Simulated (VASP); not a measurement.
Crystal: C.

```
C
1.0
     4.25517    0.00000    0.00000
     0.00000    4.25517    0.00000
     0.00000    0.00000    1.28229
C
1
Direct
  0.50000 0.50000 0.50000
```

| Property | Result |
| --- | --- |
| Program | VASP 6.6.1 |
| Task | relaxation of cell and atoms |
| Functional | HSE06 |
| Potentials or basis | VASP PAW PBE potentials, release 64 (C) |
| Cutoff | 600 eV |
| k mesh | 3 × 3 × 10 |
| Occupations | fermi-dirac, width 0.05 eV |
| Spin | no spin polarisation |

At the start: pressure -3.0 GPa; volume 23.22 Å³/atom.

Q: Where does the relaxation end?

A: Over 22 steps the energy falls by 7.3 meV/atom and the volume is 20.80 Å³/atom (-10.4 %); space group P4/mmm (No. 123, to 0.1 Å) before and after.

Step by step:
```
step  energy change (eV)  largest force (eV/Å)  pressure (GPa)  volume (Å³)
   1              0.0000                0.0000           -3.00        23.22
   2              0.1971                0.0000           19.15        21.76
   3             -0.0063                0.0000           -0.31        23.00
   4             -0.0063                0.0000           -0.10        22.99
   5             -0.0063                0.0000           -0.03        22.98
   6             -0.0063                0.0000           -0.19        22.97
   7             -0.0063                0.0000           -0.14        22.97
   8             -0.0064                0.0000           -0.16        22.97
   9             -0.0064                0.0000           -0.17        22.95
  10             -0.0064                0.0000           -0.20        22.90
  11             -0.0064                0.0000           -0.25        22.82
  12             -0.0065                0.0000           -0.36        22.65
  13             -0.0066                0.0000           -0.59        22.32
  14             -0.0066                0.0000           -0.59        22.31
  15             -0.0066                0.0000           -0.59        22.30
  16             -0.0066                0.0000           -0.57        22.27
  17             -0.0067                0.0000           -0.55        22.20
  18             -0.0068                0.0000           -0.51        22.07
  19             -0.0069                0.0000           -0.41        21.82
  20             -0.0072                0.0000           -0.22        21.31
  21             -0.0072                0.0000            0.21        20.32
  22             -0.0073                0.0000            0.00        20.80
```

Final structure:
```yaml
crystal:
  lattice:
    - [4.04749, 0.00000, 0.00000]
    - [0.00000, 4.04749, 0.00000]
    - [0.00000, 0.00000, 1.26953]
  atoms:
    - { symbol: C, position: [0.50000, 0.50000, 0.50000] }
```

Caveat: the k points lie up to 0.52 Å⁻¹ apart in the final cell, too coarse for converged energies and pressures of a metal; the PAW data sets were made with another functional, which shifts forces and pressure a little.
